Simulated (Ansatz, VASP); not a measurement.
## Two plane-wave programs on Mg3ZrN2

```
CELL_PARAMETERS angstrom
2.82236 -5.35719 0.00000
2.82236 5.35719 0.00000
0.00000 0.00000 3.08626
ATOMIC_POSITIONS crystal
Mg 0.72460 0.27540 0.00000
Mg 0.27540 0.72460 0.00000
Mg 0.50000 0.50000 0.50000
Zr 0.00000 0.00000 0.00000
N 0.50000 0.00000 0.50000
N 0.00000 0.50000 0.50000
```

Change from the starting cell: species swapped into the LaAl2Cu3 type (Cmmm, No. 65).

Alike in both runs: functional PBE; k mesh 4 × 4 × 4; occupations gaussian, width 0.2 eV; no spin polarisation.

Ansatz relaxed the structure, and its values are those at the end. VASP's run is a single point on that final structure, the one shown.

|  | VASP | Ansatz |
| --- | --- | --- |
| version | VASP 6.6.1 | Ansatz 0.2.0 |
| potentials or method | VASP PAW PBE potentials, release 64 (Mg, Zr_sv, N), cutoff 600 eV | scalar-relativistic, plane waves, PAW |
| valence electrons in the cell | 28 | 52 |

```csv
,VASP,Ansatz,Ansatz less VASP
gap on the k mesh at the Fermi level (eV),none,none,-
pressure (GPa),-0.3,-0.1,+0.20
rms of the force components (eV/Å),0.022,0.025,+0.0024
```

A gap of «none» marks a metal or a gap that the smearing closes. VASP's potentials hold 28 valence electrons a cell and Ansatz's 52, so a difference there can come from the potentials and not from the codes.

The k mesh is coarse, so the values compare programs but aren't converged.
